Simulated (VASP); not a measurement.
# Ta in VASP: single point with PBE

Aim: the single point of Ta with PBE.

Everything below comes from runs of VASP 6.6.1. Logs are shortened: lines on timing, memory, paths and dates and some standing lists are left out, and cuts for length are marked.

## (1) The cell of the first run

The cell holds a slab with vacuum, 8 atoms: a = 2.874 Å, b = 4.694 Å, c = 24.485 Å, α = 90.00°, β = 90.00°, γ = 90.00°.

## (2) Single point, PBE

The input, INCAR:

```
SYSTEM = Ta
  ALGO = Fast
  DIPOL = 0.5 0.5 0.500
  EDIFF = 1E-6
  ENCUT = 520
  GGA = PE
  IDIPOL = 3
  ISIF = 2
  ISMEAR = 0
  LASPH = .TRUE.
  LCHARG = .FALSE.
  LDIPOL = .TRUE.
  LREAL = .FALSE.
  LWAVE = .FALSE.
  NBANDS = 54
  NELM = 100
  PREC = Accurate
  SIGMA = 0.1
```

The input, KPOINTS:

```
k-points
0
G
  12 8 1
  0 0 0
```

The input, POSCAR:

```
Ta
1.0
    2.8743851347      0.0000000000      0.0000000000
    0.0000000000      4.6938512695      0.0000000000
    0.0000000000      0.0000000000     24.4849870289
Ta
8
Direct
    0.3333333333      0.5000000000      0.3063101480
    0.6666666667      0.0000000000      0.3616501057
    0.0000000000      0.5000000000      0.4169900634
    0.3333333333      0.0000000000      0.4723300211
    0.6666666667      0.5000000000      0.5276699789
    0.0000000000      0.0000000000      0.5830099366
    0.3333333333      0.5000000000      0.6383498943
    0.6666666667      0.0000000000      0.6936898520
```

Potentials or basis: VASP PAW PBE potentials, release 64 (Ta_pv).

The run is started by

```bash
$ cat potpaw_PBE.64/Ta_pv/POTCAR > POTCAR
$ mpirun -np 1 vasp_std > vasp.out
```

OUTCAR:

```text
SYSTEM = Ta
   EDIFF = 1E-6
   ENCUT = 520
   GGA = PE
   ISIF = 2
   ISMEAR = 0
   LASPH = .TRUE.
   LREAL = .FALSE.
   NELM = 100
   PREC = Accurate

 ion  position               nearest neighbor table
   1  0.333  0.500  0.306-   3 2.87   2 2.87   2 2.87   3 3.32   2 3.32   2 3.32
   2  0.667  0.000  0.362-   4 2.87   3 2.87   3 2.87   1 2.87   1 2.87   4 3.32   1 3.32   1 3.32
                             3 3.32   3 3.32
   3  0.000  0.500  0.417-   1 2.87   2 2.87   4 2.87   2 2.87   4 2.87   5 2.87   1 3.32   2 3.32
                             2 3.32   4 3.32   4 3.32   5 3.32
   4  0.333  0.000  0.472-   2 2.87   3 2.87   3 2.87   5 2.87   5 2.87   6 2.87   2 3.32   3 3.32
                             3 3.32   5 3.32   5 3.32   6 3.32
   5  0.667  0.500  0.528-   7 2.87   6 2.87   6 2.87   4 2.87   4 2.87   3 2.87   7 3.32   6 3.32
                             6 3.32   4 3.32   4 3.32   3 3.32
   6  0.000  0.000  0.583-   8 2.87   7 2.87   5 2.87   5 2.87   7 2.87   4 2.87   8 3.32   5 3.32
                             5 3.32   7 3.32   7 3.32   4 3.32
   7  0.333  0.500  0.638-   5 2.87   6 2.87   6 2.87   8 2.87   8 2.87   5 3.32   8 3.32   8 3.32
                             6 3.32   6 3.32
   8  0.667  0.000  0.694-   6 2.87   7 2.87   7 2.87   6 3.32   7 3.32   7 3.32

  LATTYP: Found a simple orthorhombic cell.
 ALAT       =     2.8743851347
 B/A-ratio  =     1.6329931619
 C/A-ratio  =     8.5183390122

  Lattice vectors:

 A1 = (   2.8743851347,   0.0000000000,   0.0000000000)
 A2 = (   0.0000000000,   4.6938512695,   0.0000000000)
 A3 = (   0.0000000000,   0.0000000000,  24.4849870289)

Analysis of symmetry for initial positions (statically):
=====================================================================
 Subroutine PRICEL returns:
 Original cell was already a primitive cell.

 Routine SETGRP: Setting up the symmetry group for a
 simple orthorhombic supercell.

 Subroutine GETGRP returns: Found  4 space group operations
 (whereof  2 operations were pure point group operations)
 out of a pool of  8 trial point group operations.

The static configuration has the point symmetry C_1h.
 The point group associated with its full space group is C_2h.

Analysis of symmetry for dynamics (positions and initial velocities):
=====================================================================
 Subroutine PRICEL returns:
 Original cell was already a primitive cell.

 Routine SETGRP: Setting up the symmetry group for a
 simple orthorhombic supercell.

 Subroutine GETGRP returns: Found  4 space group operations
 (whereof  2 operations were pure point group operations)
 out of a pool of  8 trial point group operations.

The dynamic configuration has the point symmetry C_1h.
 The point group associated with its full space group is C_2h.

 Subroutine INISYM returns: Found  4 space group operations
 (whereof  2 operations are pure point group operations),
 and found     1 'primitive' translations

----------------------------------------------------------------------------------------

                                     Primitive cell

  volume of cell :     330.3499

  direct lattice vectors                    reciprocal lattice vectors
     2.874385135  0.000000000  0.000000000     0.347900491  0.000000000  0.000000000
     0.000000000  4.693851269  0.000000000     0.000000000  0.213044671  0.000000000
     0.000000000  0.000000000 24.484987029     0.000000000  0.000000000  0.040841353

  length of vectors
     2.874385135  4.693851269 24.484987029     0.347900491  0.213044671  0.040841353

  position of ions in fractional coordinates (direct lattice)
     0.333333333  0.500000000  0.306310148
     0.666666667  0.000000000  0.361650106
     0.000000000  0.500000000  0.416990063
     0.333333333  0.000000000  0.472330021
     0.666666667  0.500000000  0.527669979
     0.000000000  0.000000000  0.583009937
     0.333333333  0.500000000  0.638349894
     0.666666667  0.000000000  0.693689852

  ion indices of the primitive-cell ions
   primitive index   ion index
                 1           1
                 2           2
                 3           3
                 4           4
                 5           5
                 6           6
                 7           7
                 8           8

----------------------------------------------------------------------------------------

 KPOINTS: k-points

Automatic generation of k-mesh.
 Grid dimensions read from file:
 generate k-points for:   12    8    1

 Generating k-lattice:

  Cartesian coordinates                     Fractional coordinates (reciprocal lattice)
     0.028991708  0.000000000  0.000000000     0.083333333  0.000000000  0.000000000
     0.000000000  0.026630584  0.000000000     0.000000000  0.125000000  0.000000000
     0.000000000  0.000000000  0.040841353     0.000000000  0.000000000  1.000000000

  Length of vectors
     0.028991708  0.026630584  0.040841353

  Shift w.r.t. Gamma in fractional coordinates (k-lattice)
     0.000000000  0.000000000  0.000000000

 Subroutine IBZKPT returns following result:
 ===========================================

 Found     35 irreducible k-points:

 Following reciprocal coordinates:
            Coordinates               Weight
  0.000000  0.000000  0.000000      1.000000
  0.083333  0.000000  0.000000      2.000000
  0.166667  0.000000  0.000000      2.000000
  0.250000  0.000000  0.000000      2.000000
  0.333333  0.000000  0.000000      2.000000
  0.416667  0.000000  0.000000      2.000000
[... 16 lines left out ...]
  0.083333  0.375000  0.000000      4.000000
  0.166667  0.375000  0.000000      4.000000
 [... further k-points ...]
   k-points           NKPTS =     35   k-points in BZ     NKDIM =     35   number of bands    NBANDS=     54
   number of dos      NEDOS =    301   number of ions     NIONS =      8
   total plane-waves  NPLWV = 165888
   dimension x,y,z NGX =    24 NGY =   36 NGZ =  192
   dimension x,y,z NGXF=    48 NGYF=   72 NGZF=  384
   ions per type =               8
   NGX,Y,Z   is equivalent  to a cutoff of  13.88, 12.75, 13.04 a.u.
   NGXF,Y,Z  is equivalent  to a cutoff of  27.76, 25.50, 26.07 a.u.
 SYSTEM =  Ta
   PREC   = accura    normal or accurate (medium, high low for compatibility)
   ISTART =      0    job   : 0-new  1-cont  2-samecut
   ICHARG =      2    charge: 1-file 2-atom 10-const
   ISPIN  =      1    spin polarized calculation?
   LNONCOLLINEAR =      F non collinear calculations
   LSORBIT =      F    spin-orbit coupling
   LASPH  =      T    aspherical Exc in radial PAW
   ENCUT  =  520.0 eV  38.22 Ry    6.18 a.u.   5.34  8.73 45.53*2*pi/ulx,y,z
   NELM   =    100;   NELMIN=  2; NELMDL= -5     # of ELM steps
   EDIFF  = 0.1E-05   stopping-criterion for ELM
   LREAL  =      F    real-space projection
   EDIFFG = 0.1E-04   stopping-criterion for IOM
   NSW    =      0    number of steps for IOM
   IBRION =     -1    ionic relax: 0-MD 1-quasi-New 2-CG
   NFREE  =      0    steps in history (QN), initial steepest desc. (CG)
   ISIF   =      2    stress and relaxation
   ISYM   =      2    0-nonsym 1-usesym 2-fastsym
   POTIM  = 0.5000    time-step for ionic-motion
   TEBEG  =    0.0;   TEEND  =   0.0 temperature during run
   PSTRESS=    0.0 pullay stress
   NELECT =      88.0000    total number of electrons
   NUPDOWN=      -1.0000    fix difference up-down
   EMIN   =  10.00;   EMAX   =-10.00  energy-range for DOS
   EFERMI =   0.00;   METHOD = LEGACY
   ISMEAR =     0;   SIGMA  =   0.10  broadening in eV -4-tet -1-fermi 0-gaus
   EFERMI_NEDOS =   21; number of points for ismear=-14 and -15
   IALGO  =     68    algorithm
   IMIX   =      4    mixing-type and parameters
     AMIX     =   0.40;   BMIX     =  1.00
     AMIX_MAG =   1.60;   BMIX_MAG =  1.00
  volume/ion in A,a.u.               =      41.29       278.66
  Fermi-wavevector in a.u.,A,eV,Ry     =   1.053362  1.990566 15.096638  1.109572
  Thomas-Fermi vector in A             =   2.188481
   LORBIT       =      0    0 simple, 1 ext, 2 COOP (PROOUT), +10 PAW based schemes
   GGA     = PE    functional components
   LHFCALC =     F    Hartree Fock is set to
   AEXX    =    0.0000 exact exchange contribution
   IVDW    =     0    specifies the selected vdW correction
   LEPSILON=     F    determine dielectric tensor
   LRPA    =     F    only Hartree local field effects (RPA)
 non-spin polarized calculation
 RMM-DIIS sequential band-by-band and
 Gauss-broadening in eV      SIGMA  =   0.10
  energy-cutoff  :      520.00
  volume of cell :      330.35
 maximum number of plane-waves:      8966
 NGX is ok and might be reduce to    24
   NGX = 11   NGY = 17   NGZ = 91

 number of electron      87.9999996 magnetization

 dipolmoment           0.000000      0.000000      0.000000 electrons x Angstroem

 Free energy of the ion-electron system (eV)
  ---------------------------------------------------
  ext. energy  EPLUGINS =         0.00000000
  ---------------------------------------------------
  free energy    TOTEN  =       -89.69065782 eV

  energy without entropy =      -89.62969911  energy(sigma->0) =      -89.66017846

 E-fermi :   0.4620     XC(G=0):  -6.5191

 val. band max:        0.4602245363   @ k =   0.2500   0.3750   0.0000
 cond. band min:       0.4668360019   @ k =   0.2500   0.0000   0.0000
 fundamental gap:      0.0066114657
 Fermi energy:         0.4619907876

 k-point     1 :       0.0000    0.0000    0.0000
  band No.  band energies     occupation
      1     -34.0311      2.00000
      2     -34.0288      2.00000
      3     -34.0257      2.00000
      4     -34.0203      2.00000
      5     -33.7362      2.00000
      6     -33.6222      2.00000
[... 46 lines left out ...]
     53       3.3583      0.00000
     54       3.5567      0.00000
[... 1309 lines left out ...]
     53       2.4968      0.00000
     54       2.6857      0.00000

 [... further k-points ...]

------------------------ aborting loop because EDIFF is reached ----------------------------------------

 vacuum level on the upper side and lower side of the slab       (xc-potential included)        -0.165        -0.165

  FORCE on cell =-STRESS in cart. coord.  units (eV):
  Direction    XX          YY          ZZ          XY          YZ          ZX
  --------------------------------------------------------------------------------------
  -------------------------------------------------------------------------------------
  Total       -7.4381365     -7.2328389     -5.5827043      0.0000000      0.0000000      0.9074411
  in kB      -36.0745205    -35.0788391    -27.0757844      0.0000000      0.0000000      4.4010352
  external PRESSURE =     -32.7430480 kB  Pullay stress =       0.0000000 kB

 VOLUME and BASIS-vectors are now :
 -----------------------------------------------------------------------------
  energy-cutoff  :      520.00
  volume of cell :      330.35
      direct lattice vectors                 reciprocal lattice vectors
     2.874385135  0.000000000  0.000000000     0.347900491  0.000000000  0.000000000
     0.000000000  4.693851269  0.000000000     0.000000000  0.213044671  0.000000000
     0.000000000  0.000000000 24.484987029     0.000000000  0.000000000  0.040841353

 POSITION                                       TOTAL-FORCE (eV/Angst)
 -----------------------------------------------------------------------------------
      0.95813      2.34693      7.50000        -0.336407      0.000000      1.237083
      1.91626      0.00000      8.85500         0.350118      0.000000     -0.501121
      0.00000      2.34693     10.21000        -0.029043      0.000000     -0.769055
      0.95813      0.00000     11.56499         0.022454      0.000000      0.235491
      1.91626      2.34693     12.91999        -0.022454      0.000000     -0.235491
      0.00000      0.00000     14.27499         0.029043      0.000000      0.769055
      0.95813      2.34693     15.62999        -0.350118      0.000000      0.501121
      1.91626      0.00000     16.98499         0.336407      0.000000     -1.237083
 -----------------------------------------------------------------------------------
    total drift:                               -0.000000      0.000000      0.000000

  FREE ENERGIE OF THE ION-ELECTRON SYSTEM (eV)
  ---------------------------------------------------
  free  energy   TOTEN  =       -89.6906578167 eV

  energy  without entropy=      -89.6296991074  energy(sigma->0) =      -89.66017846

 vacuum level on the upper side and lower side of the slab         4.034         4.034
```

Run time: 10 min. Hardware: 1 thread of Intel Xeon 6975P-C (Granite Rapids), shared host; peak memory 0.65 GiB.

What came out:

```yaml
Free_energy: -89.6907 eV
Largest_force: 1.282 eV/Å
Band_gap_on_the_k_mesh: zero (bands 44 and 45 overlap by 0.31 eV)
```

Forces in eV/Å, atoms in the order of the input:
```
Ta  -0.336  0.000  1.237
Ta   0.350  0.000 -0.501
Ta  -0.029  0.000 -0.769
Ta   0.022  0.000  0.235
Ta  -0.022  0.000 -0.235
Ta   0.029  0.000  0.769
Ta  -0.350  0.000  0.501
Ta   0.336  0.000 -1.237
```

Caveat: spin-orbit coupling is left out, which moves the levels of the heavy elements.
